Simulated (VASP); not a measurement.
# FeO (C2/c) in VASP: electric field gradients with PBE+U

Aim: the electric field gradients of FeO with PBE+U.

All numbers are computed with VASP 6.6.1; they aren't measurements. Logs are shortened: lines on timing, memory, paths and dates and some standing lists are left out, and cuts for length are marked.

## 1. The cell of the first run

Symmetry: C2/c, No. 15, monoclinic system. Conventional cell: a = 5.479 Å, b = 3.106 Å, c = 5.477 Å, α = 90.00°, β = 112.25°, γ = 90.00°. Within 2.7 Å of Fe (site symmetry -1) lie 6 O at 2.06 to 2.30 Å. O (site symmetry 2) has 6 Fe at 2.06 to 2.30 Å within 2.7 Å.

## 2. Electric field gradients, PBE+U, collinear spin, antiferromagnetic start

The input, INCAR:

```
SYSTEM = FeO
PREC = Accurate
ENCUT = 520
EDIFF = 1E-8
ISMEAR = 0
SIGMA = 0.05
LREAL = .False.
LASPH = .True.
NELM = 150
ALGO = Normal
ISIF = 2
LWAVE = .False.
LCHARG = .False.
ISPIN = 2
MAGMOM = 3.69 -3.69 0 0
LORBIT = 11
LMAXMIX = 4
LDAU = .True.
LDAUTYPE = 2
LDAUL = 2 -1
LDAUU = 4 0
LDAUJ = 0 0
LDAUPRINT = 1
GGA = PE
LEFG = .True.
NBANDS = 26
```

The input, KPOINTS:

```
regular mesh
0
Gamma
  8 8 8
  0 0 0
```

The input, POSCAR:

```
FeO
1.0
   -2.2727522390     -2.1400859196      4.3362657101
   -4.5471446121     -2.1582304315      2.1582405321
   -2.2727461329     -4.3362638275      2.1400899140
Fe O
2 2
Direct
    0.0000000000      0.0000000000      0.0000000000
    0.5000000000      0.5000000000      0.5000000000
    1.1961543838     -0.7500017736     -0.6961532810
    1.8038456162     -0.2499982264     -0.3038467190
```

Potentials or basis: VASP PAW PBE potentials, release 64 (Fe, O).

Command:

```
$ cat potpaw_PBE.64/Fe/POTCAR potpaw_PBE.64/O/POTCAR > POTCAR
$ mpirun -np 1 vasp_std > vasp.out
```

OUTCAR:

```text
SYSTEM = FeO
   PREC = Accurate
   ENCUT = 520
   EDIFF = 1E-8
   ISMEAR = 0
   LREAL = .False.
   LASPH = .True.
   NELM = 150
   ISIF = 2
   ISPIN = 2
   LORBIT = 11
   GGA = PE

 ion  position               nearest neighbor table
   1  0.000  0.000  0.000-   4 2.06   3 2.06   4 2.28   3 2.28   4 2.30   3 2.30   2 3.05   2 3.05

   2  0.500  0.500  0.500-   3 2.06   4 2.06   4 2.28   3 2.28   3 2.30   4 2.30   1 3.05   1 3.05

   3  0.196  0.250  0.304-   2 2.06   1 2.06   2 2.28   1 2.28   1 2.30   2 2.30
   4  0.804  0.750  0.696-   2 2.06   1 2.06   2 2.28   1 2.28   1 2.30   2 2.30

  LATTYP: Found a base centered monoclinic cell.
 ALAT       =     5.4792039864
 B/A-ratio  =     0.5668456763
 C/A-ratio  =     0.9995137095
 COS(beta)  =    -0.3786087879

  Lattice vectors:

 A1 = (   2.2743984792,  -2.1780333960,  -0.0181506181)
 A2 = (   2.2743923731,   0.0181445119,   2.1780251780)
 A3 = (  -4.5471446121,  -2.1582304315,   2.1582405321)

Analysis of symmetry for initial positions (statically):
=====================================================================
 Subroutine PRICEL returns:
 Original cell was already a primitive cell.

 Routine SETGRP: Setting up the symmetry group for a
 base centered monoclinic supercell.

 Subroutine GETGRP returns: Found  4 space group operations
 (whereof  2 operations were pure point group operations)
 out of a pool of  4 trial point group operations.

The static configuration has the point symmetry S_2 .
 The point group associated with its full space group is C_2h.

Analysis of symmetry for dynamics (positions and initial velocities):
=====================================================================
 Subroutine PRICEL returns:
 Original cell was already a primitive cell.

 Routine SETGRP: Setting up the symmetry group for a
 base centered monoclinic supercell.

 Subroutine GETGRP returns: Found  4 space group operations
 (whereof  2 operations were pure point group operations)
 out of a pool of  4 trial point group operations.

The dynamic configuration has the point symmetry S_2 .
 The point group associated with its full space group is C_2h.

Analysis of structural, dynamic, and magnetic symmetry:
=====================================================================
 Subroutine PRICEL returns:
 Original cell was already a primitive cell.

 Routine SETGRP: Setting up the symmetry group for a
 base centered monoclinic supercell.

 Subroutine GETGRP returns: Found  4 space group operations
 (whereof  2 operations were pure point group operations)
 out of a pool of  4 trial point group operations.

The overall configuration has the point symmetry S_2 .
 The point group associated with its full space group is C_2h.

 Subroutine INISYM returns: Found  4 space group operations
 (whereof  2 operations are pure point group operations),
 and found     1 'primitive' translations

----------------------------------------------------------------------------------------

                                     Primitive cell

  volume of cell :      43.1300

  direct lattice vectors                    reciprocal lattice vectors
    -2.272752239 -2.140085920  4.336265710     0.109897920  0.111898208  0.343438945
    -4.547144612 -2.158230431  2.158240532    -0.329775753  0.115727830 -0.115728858
    -2.272746133 -4.336263827  2.140089914     0.109896698 -0.343438306 -0.111898013

  length of vectors
[... 185 lines left out ...]
  o =  0.0329  v = -0.1281 -0.9557 -0.0846  0.2196 -0.1215  0.0000  0.0000  0.0000  0.0000  0.0000      0.0000  0.0000  0.0000  0.0000  0.0000  0.0000  0.0000  0.0000  0.0000  0.0000
  o =  0.0334  v =  0.0019 -0.2356 -0.0236 -0.9632  0.1272  0.0000  0.0000  0.0000  0.0000  0.0000      0.0000  0.0000  0.0000  0.0000  0.0000  0.0000  0.0000  0.0000  0.0000  0.0000
  o =  0.0690  v =  0.0417 -0.0982  0.0326  0.1529  0.9819  0.0000  0.0000  0.0000  0.0000  0.0000      0.0000  0.0000  0.0000  0.0000  0.0000  0.0000  0.0000  0.0000  0.0000  0.0000
  o =  0.1504  v =  0.0328  0.0811 -0.9954  0.0097  0.0383  0.0000  0.0000  0.0000  0.0000  0.0000      0.0000  0.0000  0.0000  0.0000  0.0000  0.0000  0.0000  0.0000  0.0000  0.0000
  o =  0.9477  v = -0.9903  0.1217 -0.0207 -0.0234  0.0585  0.0000  0.0000  0.0000  0.0000  0.0000      0.0000  0.0000  0.0000  0.0000  0.0000  0.0000  0.0000  0.0000  0.0000  0.0000
  o =  0.9548  v =  0.0000  0.0000  0.0000  0.0000  0.0000  0.9916 -0.0966  0.0358  0.0365 -0.0690      0.0000  0.0000  0.0000  0.0000  0.0000  0.0000  0.0000  0.0000  0.0000  0.0000
  o =  0.9659  v =  0.0000  0.0000  0.0000  0.0000  0.0000 -0.0964 -0.9867 -0.1174  0.0347 -0.0466      0.0000  0.0000  0.0000  0.0000  0.0000  0.0000  0.0000  0.0000  0.0000  0.0000
  o =  0.9700  v =  0.0000  0.0000  0.0000  0.0000  0.0000  0.0379 -0.0390 -0.0219 -0.9964  0.0606      0.0000  0.0000  0.0000  0.0000  0.0000  0.0000  0.0000  0.0000  0.0000  0.0000
  o =  0.9908  v =  0.0000  0.0000  0.0000  0.0000  0.0000 -0.0595  0.0564 -0.0495 -0.0638 -0.9934      0.0000  0.0000  0.0000  0.0000  0.0000  0.0000  0.0000  0.0000  0.0000  0.0000
  o =  1.0116  v =  0.0000  0.0000  0.0000  0.0000  0.0000  0.0494  0.1114 -0.9910  0.0225  0.0513      0.0000  0.0000  0.0000  0.0000  0.0000  0.0000  0.0000  0.0000  0.0000  0.0000

 number of electron      28.0000006 magnetization       0.0000023

 Free energy of the ion-electron system (eV)
  ---------------------------------------------------
  ext. energy  EPLUGINS =         0.00000000
  ---------------------------------------------------
  free energy    TOTEN  =       -27.25556576 eV

  energy without entropy =      -27.25556576  energy(sigma->0) =      -27.25556576

 E-fermi :   4.3842     XC(G=0): -11.6562

 val. band max:        4.1085397919   @ k =   0.5000   0.1250   0.2500
 cond. band min:       5.5964201902   @ k =   0.0000   0.0000   0.0000
 fundamental gap:      1.4878803983
 Fermi energy:         4.3841802452

 spin component 1

 k-point     1 :       0.0000    0.0000    0.0000
  band No.  band energies     occupation
      1     -14.4196      1.00000
      2     -13.3518      1.00000
      3      -2.6813      1.00000
      4      -1.6025      1.00000
      5      -1.1343      1.00000
      6       0.0376      1.00000
[... 1385 lines left out ...]
     25      18.4523      0.00000
     26      20.1197      0.00000

 [... further k-points ...]

------------------------ aborting loop because EDIFF is reached ----------------------------------------

  FORCE on cell =-STRESS in cart. coord.  units (eV):
  Direction    XX          YY          ZZ          XY          YZ          ZX
  --------------------------------------------------------------------------------------
  -------------------------------------------------------------------------------------
  Total       -0.7996510     -0.7961885     -0.7961869      0.0075642     -0.0478210     -0.0121738
  in kB      -29.7051654    -29.5765422    -29.5764829      0.2809924     -1.7764366     -0.4522279
  external PRESSURE =     -29.6193969 kB  Pullay stress =       0.0000000 kB

 VOLUME and BASIS-vectors are now :
 -----------------------------------------------------------------------------
  energy-cutoff  :      520.00
  volume of cell :       43.13
      direct lattice vectors                 reciprocal lattice vectors
    -2.272752239 -2.140085920  4.336265710     0.109897920  0.111898208  0.343438945
    -4.547144612 -2.158230431  2.158240532    -0.329775753  0.115727830 -0.115728858
    -2.272746133 -4.336263827  2.140089914     0.109896698 -0.343438306 -0.111898013

 POSITION                                       TOTAL-FORCE (eV/Angst)
 -----------------------------------------------------------------------------------
      0.00000      0.00000      0.00000        -0.000000      0.000000      0.000000
     -4.54632     -4.31729      4.31730        -0.000000      0.000000      0.000000
     -2.27315     -2.27690      2.04039        -0.000000      0.019271      0.019271
     -6.81949     -6.35768      6.59420         0.000000     -0.019271     -0.019271
 -----------------------------------------------------------------------------------
    total drift:                               -0.000000     -0.000000      0.000000

  FREE ENERGIE OF THE ION-ELECTRON SYSTEM (eV)
  ---------------------------------------------------
  free  energy   TOTEN  =       -27.2555657628 eV

  energy  without entropy=      -27.2555657628  energy(sigma->0) =      -27.25556576

 Electric field gradients (V/A^2)
---------------------------------------------------------------------
 ion       V_xx      V_yy      V_zz      V_xy      V_xz      V_yz
---------------------------------------------------------------------
   1     -75.313   142.341   -67.029   -37.031    -3.598     0.599
   2     -75.313   -67.031   142.344     3.605    37.038     0.599
   3      -7.341     3.670     3.671    -0.881     0.886     1.556
   4      -7.341     3.670     3.671    -0.881     0.886     1.556
---------------------------------------------------------------------

 Electric field gradients after diagonalization (V/A^2)
 (convention: |V_zz| > |V_xx| > |V_yy|)
----------------------------------------------------------------------
 ion       V_xx      V_yy      V_zz     asymmetry (V_yy - V_xx)/ V_zz
----------------------------------------------------------------------
   1     -82.225   -66.251   148.475       0.108
   2     -82.230   -66.250   148.480       0.108
   3       5.226     2.277    -7.503       0.393
   4       5.226     2.277    -7.503       0.393
----------------------------------------------------------------------

           NMR quadrupolar parameters

 Cq : quadrupolar parameter    Cq=e*Q*V_zz/h
 eta: asymmetry parameters     (V_yy - V_xx)/ V_zz
 Q  : nuclear electric quadrupole moment in mb (millibarn)
----------------------------------------------------------------------
 ion       Cq(MHz)       eta       Q (mb)
----------------------------------------------------------------------
   1       0.359       0.108       1.000
   2       0.359       0.108       1.000
   3      -0.018       0.393       1.000
   4      -0.018       0.393       1.000
----------------------------------------------------------------------

 total charge

# of ion       s       p       d       tot
------------------------------------------
    1        0.281   0.331   6.105   6.717
    2        0.281   0.331   6.105   6.717
    3        1.554   3.440   0.000   4.994
    4        1.554   3.440   0.000   4.994
--------------------------------------------------
tot          3.671   7.542  12.210  23.423

 magnetization (x)

# of ion       s       p       d       tot
------------------------------------------
    1        0.021   0.012   3.655   3.689
    2       -0.021  -0.012  -3.655  -3.689
    3        0.000   0.000   0.000   0.000
    4        0.000   0.000   0.000   0.000
--------------------------------------------------
tot          0.000   0.000   0.000   0.000
```

It took 63 min on 1 thread of Oxide Virtual Turin-like, shared host; peak memory 0.44 GiB.

What came out:

```
Free energy                                           : -27.2556 eV
Pressure                                              : -3.0 GPa
Largest force                                         : 0.027 eV/Å
Band gap on the k mesh                                : 1.49 eV (least direct gap 1.95 eV)
Net moment                                            : 0.00 μB per cell
Site moments                                          : Fe +3.69, -3.69; O +0.00 μB
Largest electric field gradient by atom               : Fe +148.5; O -7.5 V/Å²
Valence electrons inside the program's atomic spheres : Fe 6.72; O 4.99
```

Forces in eV/Å, atoms in the order of the input:
```
Fe   0.000  0.000  0.000
Fe   0.000  0.000  0.000
O    0.000  0.019  0.019
O    0.000 -0.019 -0.019
```

Electric field gradients, principal values (V/Å²):
| atom | least | middle | greatest (by size) |
| --- | --- | --- | --- |
| 1 Fe | -66.251 | -82.225 | 148.475 |
| 2 Fe | -66.250 | -82.230 | 148.480 |
| 3 O | 2.277 | 5.226 | -7.503 |
| 4 O | 2.277 | 5.226 | -7.503 |

Eigenvalues of the final occupation matrices:
```tsv
site	spin	trace	eigenvalues
site 1 d	1	4.89	0.95 0.97 0.97 0.99 1.01
site 1 d	2	1.23	0.03 0.03 0.07 0.15 0.95
site 2 d	1	1.23	0.03 0.03 0.07 0.15 0.95
site 2 d	2	4.89	0.95 0.97 0.97 0.99 1.01
```

Caveat: without QUAD_EFG the Cq values of the log hold for a quadrupole moment of 1 mb, not for the nuclei. The state reached can hang on the start; a lower one may exist.
